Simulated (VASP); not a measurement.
# ZrN (rocksalt type) (Fm-3m) in VASP: a series of runs, part 2 of 2

VASP 6.6.1. Earlier steps stand in the parts before.

## Step 6: Relaxation of cell and atoms, PBE, target pressure 190 GPa, at which the enthalpy is minimised

Contents of INCAR:

```
PREC = Accurate
ENCUT = 600
EDIFF = 1E-7
ISMEAR = -1
SIGMA = 0.08
LREAL = F
LASPH = T
NELM = 120
ALGO = Normal
ISIF = 3
LWAVE = F
LCHARG = F
GGA = PE
IBRION = 2
NSW = 60
EDIFFG = -0.005
PSTRESS = 1900.0
GGA_COMPAT = F
NELMIN = 4
```

Contents of KPOINTS:

```
regular mesh
0
Gamma
  17 17 17
```

Contents of POSCAR:

```
ZrN
1.0
    0.0000000000      2.0398853706      2.0398853706
    2.0398853706      0.0000000000      2.0398853706
    2.0398853706      2.0398853706      0.0000000000
Zr N
1 1
Direct
    0.0000000000      0.0000000000      0.0000000000
    0.5000000000      0.5000000000      0.5000000000
```

Potentials or basis: VASP PAW PBE potentials, release 64 (Zr_sv, N).

Command:

```
cat potpaw_PBE.64/Zr_sv/POTCAR potpaw_PBE.64/N/POTCAR > POTCAR
mpirun -np 1 vasp_std > vasp.out
```

OUTCAR:

```text
PREC = Accurate
   ENCUT = 600
   EDIFF = 1E-7
   ISMEAR = -1
   LREAL = F
   LASPH = T
   NELM = 120
   ISIF = 3
   GGA = PE
   IBRION = 2
   NSW = 60
   EDIFFG = -0.005
   PSTRESS = 1900.0
   NELMIN = 4

 ion  position               nearest neighbor table
   1  0.000  0.000  0.000-   2 2.04   2 2.04   2 2.04   2 2.04   2 2.04   2 2.04
   2  0.500  0.500  0.500-   1 2.04   1 2.04   1 2.04   1 2.04   1 2.04   1 2.04

  LATTYP: Found a face centered cubic cell.
 ALAT       =     4.0797707412

  Lattice vectors:

 A1 = (   0.0000000000,   2.0398853706,   2.0398853706)
 A2 = (   2.0398853706,   0.0000000000,   2.0398853706)
 A3 = (   2.0398853706,   2.0398853706,   0.0000000000)

Analysis of symmetry for initial positions (statically):
=====================================================================
 Subroutine PRICEL returns:
 Original cell was already a primitive cell.

 Routine SETGRP: Setting up the symmetry group for a
 face centered cubic supercell.

 Subroutine GETGRP returns: Found 48 space group operations
 (whereof 48 operations were pure point group operations)
 out of a pool of 48 trial point group operations.

The static configuration has the point symmetry O_h .

Analysis of symmetry for dynamics (positions and initial velocities):
=====================================================================
 Subroutine PRICEL returns:
 Original cell was already a primitive cell.

 Routine SETGRP: Setting up the symmetry group for a
 face centered cubic supercell.

 Subroutine GETGRP returns: Found 48 space group operations
 (whereof 48 operations were pure point group operations)
 out of a pool of 48 trial point group operations.

The dynamic configuration has the point symmetry O_h .

 Subroutine INISYM returns: Found 48 space group operations
 (whereof 48 operations are pure point group operations),
 and found     1 'primitive' translations

----------------------------------------------------------------------------------------

                                     Primitive cell

[... 129 lines left out ...]

 number of electron      17.0000000 magnetization

 Free energy of the ion-electron system (eV)
  ---------------------------------------------------
  ext. energy  EPLUGINS =         0.00000000
  ---------------------------------------------------
  free energy    TOTEN  =       -17.19387107 eV

  energy without entropy =      -17.18449264  energy(sigma->0) =      -17.18918186

------------------------ aborting loop because EDIFF is reached ----------------------------------------

  FORCE on cell =-STRESS in cart. coord.  units (eV):
  Direction    XX          YY          ZZ          XY          YZ          ZX
  --------------------------------------------------------------------------------------
  -------------------------------------------------------------------------------------
  Total       20.1543888     20.1543888     20.1543888     -0.0000000     -0.0000000      0.0000000
  in kB     1902.0981748   1902.0981748   1902.0981748     -0.0000000     -0.0000000      0.0000000
  external PRESSURE =       2.0981748 kB  Pullay stress =    1900.0000000 kB
[... 63 lines left out ...]
--------------------------------------- Ionic step        3  -------------------------------------------

 number of electron      17.0000000 magnetization

 Free energy of the ion-electron system (eV)
  ---------------------------------------------------
  ext. energy  EPLUGINS =         0.00000000
  ---------------------------------------------------
  free energy    TOTEN  =       -17.19827300 eV

  energy without entropy =      -17.18889173  energy(sigma->0) =      -17.19358236

 E-fermi :  17.0200     XC(G=0): -14.4425

 val. band max:       16.9966337688   @ k =  -0.1765   0.2941   0.1176
 cond. band min:      17.1009265444   @ k =  -0.4706   0.2353   0.0000
 fundamental gap:      0.1042927756
 Fermi energy:        17.0199728216

 k-point     1 :       0.0000    0.0000    0.0000
  band No.  band energies     occupation
      1     -31.9263      2.00000
      2      -8.7656      2.00000
      3      -8.7656      2.00000
      4      -8.7656      2.00000
      5      -0.3224      2.00000
      6      13.9710      2.00000
      7      13.9710      2.00000
      8      13.9710      2.00000
      9      16.3673      1.99943
     10      16.3673      1.99943
     11      16.3673      1.99943
     12      19.4864      0.00000
[... 331 lines left out ...]
 k-point    24 :      -0.1176    0.0588    0.0000
  band No.  band energies     occupation
      1     -31.8076      2.00000
      2      -9.6203      2.00000
      3      -8.9181      2.00000
      4      -8.7648      2.00000
      5       0.6350      2.00000
      6      11.9995      2.00000
      7      12.1765      2.00000
      8      12.9977      2.00000
      9      16.8900      1.67085
     10      16.8971      1.64583
     11      17.8942      0.00004
     12      20.8473      0.00000

 [... further k-points ...]

------------------------ aborting loop because EDIFF is reached ----------------------------------------

  FORCE on cell =-STRESS in cart. coord.  units (eV):
  Direction    XX          YY          ZZ          XY          YZ          ZX
  --------------------------------------------------------------------------------------
  -------------------------------------------------------------------------------------
  Total       20.1376150     20.1376150     20.1376150     -0.0000000      0.0000000      0.0000000
  in kB     1900.0998799   1900.0998799   1900.0998799     -0.0000000      0.0000000      0.0000000
  external PRESSURE =       0.0998799 kB  Pullay stress =    1900.0000000 kB
[... 21 lines left out ...]
  energy  without entropy=      -17.1888917301  energy(sigma->0) =      -17.19358236

  enthalpy is  TOTEN    =         2.9382834418 eV   P V=       20.1365564369

 reached required accuracy - stopping structural energy minimisation
```

It took 1.9 min on 1 thread of Intel Xeon 8259CL, shared host; peak memory 0.18 GiB.

What came out:

```
Free energy                                            : -17.1983 eV
Relaxed volume                                         : 8.49 Å³/atom
Relaxed cell                                           : a = 2.885 Å, b = 2.885 Å, c = 2.885 Å, α = 60.00°, β = 60.00°, γ = 60.00°
Space group after relaxing (to 0.05 Å)                 : Fm-3m (No. 225)
Energy change on relaxing (the enthalpy is what falls) : -2.2 meV/atom
Ionic steps                                            : 3
Pressure after relaxing                                : 190.0 GPa
```

Step by step:
| step | energy change (eV) | largest force (eV/Å) | pressure (GPa) | volume (Å³) |
| --- | --- | --- | --- | --- |
| 1 | 0.0000 | 0.0000 | 190.21 | 16.98 |
| 2 | -0.0323 | 0.0000 | 188.73 | 17.00 |
| 3 | -0.0044 | 0.0000 | 190.01 | 16.98 |

Final structure:
```cif
data_structure
_symmetry_space_group_name_H-M 'P 1'
_symmetry_Int_Tables_number 1
_cell_length_a 2.8850
_cell_length_b 2.8850
_cell_length_c 2.8850
_cell_angle_alpha 60.000
_cell_angle_beta 60.000
_cell_angle_gamma 60.000
_cell_volume 16.98
loop_
_atom_site_label
_atom_site_type_symbol
_atom_site_fract_x
_atom_site_fract_y
_atom_site_fract_z
_atom_site_occupancy
Zr1 Zr 0.00000 0.00000 0.00000 1
N1 N 0.50000 0.50000 0.50000 1
```

Levels at points of the mesh, in eV from the Fermi level:
| k point | band 7 | band 8 | band 9 | band 10 | band 11 | band 12 |
| --- | --- | --- | --- | --- | --- | --- |
| (0.00, 0.00, 0.00) | -3.05 | -3.05 | -0.65 | -0.65 | -0.65 | 2.47 |

Caveat: the cell is relaxed towards a set pressure, so the enthalpy falls and the energy may rise.

## Step 7: Summary

| task | cell | gap on the mesh (eV) | pressure (GPa) |
| --- | --- | --- | --- |
| single point | a = 2.884 Å, angles 60.0°, 2 atoms | none | 190.9 |
| relaxation of cell and atoms | relaxed to 190 GPa from a = 2.884 Å, angles 60.0°, 2 atoms | none | 190.0 |
| single point | a = 2.885 Å, angles 60.0°, 2 atoms | none | 190.2 |
| relaxation of cell and atoms | relaxed to 190 GPa from a = 2.885 Å, angles 60.0°, 2 atoms | none | 190.0 |

Alike in all rows: level PBE; potentials or basis VASP PAW PBE potentials, release 64 (Zr_sv, N); no spin polarisation; k mesh 17 × 17 × 17; cutoff (eV) 600; smearing fermi-dirac 0.08 eV.

Caveats: the cell is relaxed towards a set pressure, so the enthalpy falls and the energy may rise (some runs).

Absolute energies hang on the potentials; compare differences alone.
